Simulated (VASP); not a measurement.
# C in VASP: single point with PBEsol

Aim: the single point of C with PBEsol.

Program: VASP 6.6.1. These are calculated values, not measurements. Logs are shortened: lines on timing, memory, paths and dates and some standing lists are left out, and cuts for length are marked.

### 1 The cell of the first run

The cell holds a slab with vacuum, 4 atoms: a = 1.706 Å, b = 6.312 Å, c = 17.970 Å, α = 90.00°, β = 90.00°, γ = 90.00°.

### 2 Single point, PBEsol

Contents of INCAR:

```
SYSTEM = C
ALGO = Normal
DIPOL = 0.5 0.5 0.500
EDIFF = 1E-7
ENCUT = 520
GGA = PS
IDIPOL = 3
ISIF = 2
ISMEAR = -1
LASPH = .TRUE.
LCHARG = .FALSE.
LDIPOL = .TRUE.
LREAL = .FALSE.
LWAVE = .FALSE.
NBANDS = 16
NELM = 60
PREC = Accurate
SIGMA = 0.05
```

Contents of KPOINTS:

```
k-points
0
G
  19 5 1
  0 0 0
```

Contents of POSCAR:

```
C
1.0
    1.7062526236      0.0000000000      0.0000000000
    0.0000000000      6.3117731547      0.0000000000
    0.0000000000      0.0000000000     17.9702000000
C
4
Direct
    0.0000000000      0.7500000000      0.4451811658
    0.5000000000      0.2500000000      0.4725905831
    0.5000000000      0.7500000000      0.5274094169
    0.0000000000      0.2500000000      0.5548188342
```

Potentials or basis: VASP PAW PBE potentials, release 64 (C).

Launch:

```sh
$ cat potpaw_PBE.64/C/POTCAR > POTCAR
$ mpirun -np 1 vasp_std > vasp.out
```

OUTCAR:

```text
SYSTEM = C
   EDIFF = 1E-7
   ENCUT = 520
   GGA = PS
   ISIF = 2
   ISMEAR = -1
   LASPH = .TRUE.
   LREAL = .FALSE.
   NELM = 60
   PREC = Accurate

 ion  position               nearest neighbor table
   1  0.000  0.750  0.445-   3 1.71   3 1.71
   2  0.500  0.250  0.473-   4 1.71   4 1.71
   3  0.500  0.750  0.527-   1 1.71   1 1.71
   4  0.000  0.250  0.555-   2 1.71   2 1.71

  LATTYP: Found a simple orthorhombic cell.
 ALAT       =     1.7062526236
 B/A-ratio  =     3.6992020217
 C/A-ratio  =    10.5319691536

  Lattice vectors:

 A1 = (   1.7062526236,   0.0000000000,   0.0000000000)
 A2 = (   0.0000000000,   6.3117731547,   0.0000000000)
 A3 = (   0.0000000000,   0.0000000000,  17.9702000000)

Analysis of symmetry for initial positions (statically):
=====================================================================
 Subroutine PRICEL returns:
 Original cell was already a primitive cell.

 Routine SETGRP: Setting up the symmetry group for a
 simple orthorhombic supercell.

 Subroutine GETGRP returns: Found  8 space group operations
 (whereof  4 operations were pure point group operations)
 out of a pool of  8 trial point group operations.

The static configuration has the point symmetry C_2h.
 The point group associated with its full space group is D_2h.

Analysis of symmetry for dynamics (positions and initial velocities):
=====================================================================
 Subroutine PRICEL returns:
 Original cell was already a primitive cell.

 Routine SETGRP: Setting up the symmetry group for a
 simple orthorhombic supercell.

 Subroutine GETGRP returns: Found  8 space group operations
 (whereof  4 operations were pure point group operations)
 out of a pool of  8 trial point group operations.

The dynamic configuration has the point symmetry C_2h.
 The point group associated with its full space group is D_2h.

 Subroutine INISYM returns: Found  8 space group operations
 (whereof  4 operations are pure point group operations),
 and found     1 'primitive' translations

----------------------------------------------------------------------------------------

                                     Primitive cell

  volume of cell :     193.5297

  direct lattice vectors                    reciprocal lattice vectors
     1.706252624  0.000000000  0.000000000     0.586079685  0.000000000  0.000000000
     0.000000000  6.311773155  0.000000000     0.000000000  0.158434084  0.000000000
     0.000000000  0.000000000 17.970200000     0.000000000  0.000000000  0.055647683
[... 98 lines left out ...]
   PSTRESS=    0.0 pullay stress
   NELECT =      16.0000    total number of electrons
   NUPDOWN=      -1.0000    fix difference up-down
   EMIN   =  10.00;   EMAX   =-10.00  energy-range for DOS
   EFERMI =   0.00;   METHOD = LEGACY
   ISMEAR =    -1;   SIGMA  =   0.05  broadening in eV -4-tet -1-fermi 0-gaus
   EFERMI_NEDOS =   21; number of points for ismear=-14 and -15
   IALGO  =     38    algorithm
   IMIX   =      4    mixing-type and parameters
     AMIX     =   0.40;   BMIX     =  1.00
     AMIX_MAG =   1.60;   BMIX_MAG =  1.00
  volume/ion in A,a.u.               =      48.38       326.50
  Fermi-wavevector in a.u.,A,eV,Ry     =   0.713180  1.347714  6.920266  0.508625
  Thomas-Fermi vector in A             =   1.800750
   LORBIT       =      0    0 simple, 1 ext, 2 COOP (PROOUT), +10 PAW based schemes
   GGA     = PS    functional components
   LHFCALC =     F    Hartree Fock is set to
   AEXX    =    0.0000 exact exchange contribution
   IVDW    =     0    specifies the selected vdW correction
   LEPSILON=     F    determine dielectric tensor
   LRPA    =     F    only Hartree local field effects (RPA)
 non-spin polarized calculation
  energy-cutoff  :      520.00
  volume of cell :      193.53
 maximum number of plane-waves:      5264
 NGX is ok and might be reduce to    14
   NGX =  7   NGY = 23   NGZ = 67

 dipolmoment           0.000000      0.000000      0.000000 electrons x Angstroem

 number of electron      16.0000000 magnetization

 dipolmoment           0.000000      0.000000     -0.000000 electrons x Angstroem

 Free energy of the ion-electron system (eV)
  ---------------------------------------------------
  ext. energy  EPLUGINS =         0.00000000
  ---------------------------------------------------
  free energy    TOTEN  =       -24.33874345 eV

  energy without entropy =      -24.31749604  energy(sigma->0) =      -24.32811975

 E-fermi :  -3.6513     XC(G=0):  -2.8155

 val. band max:       -3.6602688674   @ k =   0.4737   0.2000   0.0000
 cond. band min:      -3.6489150189   @ k =   0.4737   0.4000   0.0000
 fundamental gap:      0.0113538485
 Fermi energy:        -3.6512717416

 k-point     1 :       0.0000    0.0000    0.0000
  band No.  band energies     occupation
      1     -22.6058      2.00000
      2     -22.2153      2.00000
      3     -14.5567      2.00000
      4     -14.0809      2.00000
      5     -10.8543      2.00000
      6      -9.0503      2.00000
[... 433 lines left out ...]
      3     -13.5817      2.00000
      4     -13.4472      2.00000
      5      -8.9975      2.00000
      6      -8.3597      2.00000
[... 8 lines left out ...]
     15       4.1254      0.00000
     16       4.1574      0.00000

 [... further k-points ...]

------------------------ aborting loop because EDIFF is reached ----------------------------------------

 vacuum level on the upper side and lower side of the slab       (xc-potential included)        -0.064        -0.064

  FORCE on cell =-STRESS in cart. coord.  units (eV):
  Direction    XX          YY          ZZ          XY          YZ          ZX
  --------------------------------------------------------------------------------------
  -------------------------------------------------------------------------------------
  Total      -18.3953657     -0.5634742     -1.6487572      0.0000000     -0.0000000      0.0000000
  in kB     -152.2899993     -4.6648424    -13.6495917      0.0000000     -0.0000000      0.0000000
  external PRESSURE =     -56.8681445 kB  Pullay stress =       0.0000000 kB

 VOLUME and BASIS-vectors are now :
 -----------------------------------------------------------------------------
  energy-cutoff  :      520.00
  volume of cell :      193.53
      direct lattice vectors                 reciprocal lattice vectors
     1.706252624  0.000000000  0.000000000     0.586079685  0.000000000  0.000000000
     0.000000000  6.311773155  0.000000000     0.000000000  0.158434084  0.000000000
     0.000000000  0.000000000 17.970200000     0.000000000  0.000000000  0.055647683

 POSITION                                       TOTAL-FORCE (eV/Angst)
 -----------------------------------------------------------------------------------
      0.00000      4.73383      7.99999         0.000000     -0.000000      0.613026
      0.85313      1.57794      8.49255        -0.000000      0.000000      0.423551
      0.85313      4.73383      9.47765         0.000000      0.000000     -0.423551
      0.00000      1.57794      9.97021        -0.000000     -0.000000     -0.613026
 -----------------------------------------------------------------------------------
    total drift:                               -0.000000      0.000000     -0.000000

  FREE ENERGIE OF THE ION-ELECTRON SYSTEM (eV)
  ---------------------------------------------------
  free  energy   TOTEN  =       -24.3387434509 eV

  energy  without entropy=      -24.3174960403  energy(sigma->0) =      -24.32811975

 vacuum level on the upper side and lower side of the slab         1.884         1.884
```

OSZICAR:

```text
N       E                     dE             d eps       ncg     rms          rms(c)
DAV:   1     0.100026287679E+03    0.10003E+03   -0.60488E+03   976   0.746E+02
DAV:   2    -0.127136263550E+02   -0.11274E+03   -0.98196E+02  1560   0.153E+02
DAV:   3    -0.241774092924E+02   -0.11464E+02   -0.11127E+02  1208   0.551E+01
[... 14 lines left out ...]
DAV:  18    -0.243387373717E+02   -0.12073E-04   -0.47137E-07  1200   0.224E-03    0.363E-04
DAV:  19    -0.243387422916E+02   -0.49199E-05   -0.14355E-07  1120   0.123E-03    0.223E-04
DAV:  20    -0.243387431997E+02   -0.90806E-06   -0.11411E-08   848   0.452E-04    0.134E-04
DAV:  21    -0.243387434007E+02   -0.20103E-06   -0.39191E-09   824   0.252E-04    0.393E-05
DAV:  22    -0.243387434509E+02   -0.50151E-07   -0.10087E-09   784   0.125E-04
   1 F= -.24338743E+02 E0= -.24328120E+02  d E =-.212474E-01
```

Run time: 3.9 min. Hardware: 1 thread of Intel Xeon 8259CL, shared host; peak memory 0.32 GiB.

What came out:

| Property | Result |
| --- | --- |
| Free energy | -24.3387 eV |
| Largest force | 0.613 eV/Å |
| Band gap on the k mesh | zero (bands 8 and 9 overlap by 2.86 eV) |

Forces on the atoms (eV/Å):
```
C    0.000  0.000  0.613
C    0.000  0.000  0.424
C    0.000  0.000 -0.424
C    0.000  0.000 -0.613
```

Levels at points of the mesh, in eV from the Fermi level:
```tsv
k point	band 4	band 5	band 6	band 7	band 8	band 9	band 10	band 11	band 12	band 13
(0.00, 0.00, 0.00)	-10.43	-7.20	-5.40	-4.96	-4.66	-1.55	0.41	4.50	5.30	6.15
```

Caveat: the PAW data sets were made with another functional, which shifts forces and pressure a little.
